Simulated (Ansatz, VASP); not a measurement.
**RbH2 in VASP and in Ansatz**

```xyz
6
Lattice="4.6450 -4.5300 0.0000 4.6450 4.5300 0.0000 0.0000 0.0000 5.1130" Properties=species:S:1:pos:R:3 pbc="T T T"
Rb    2.3225    2.2650    2.5565
Rb    2.3225   -2.2650    0.0000
H     8.9044    0.0000    1.2783
H     0.3856    0.0000    1.2783
H     0.3856    0.0000    3.8348
H     8.9044    0.0000    3.8348
```

Alike in both runs: task relaxation of cell and atoms; functional PBE; k mesh 6 × 6 × 8; occupations gaussian, width 0.1 eV; no spin polarisation.

|  | VASP | Ansatz |
| --- | --- | --- |
| version | VASP 6.6.1 | Ansatz 0.2.0 |
| potentials or method | VASP PAW PBE potentials, release 64 (Rb_sv, H), cutoff 600 eV | scalar-relativistic, plane waves, PAW |
| valence electrons in the cell | 22 | 22 |

Ansatz gave:

- gap on the k mesh at the Fermi level, each at its own relaxed structure (eV): none
- relaxed volume (Å³/atom): 36.07
- relaxed length of the cell vector where the two differ most in proportion (Å): 5.170

Problem. Which values does VASP return?

Solution. gap on the k mesh at the Fermi level, each at its own relaxed structure (eV): none; relaxed volume (Å³/atom): 35.89; relaxed length of the cell vector where the two differ most in proportion (Å): 5.142.

A gap of «none» marks a metal or a gap that the smearing closes.
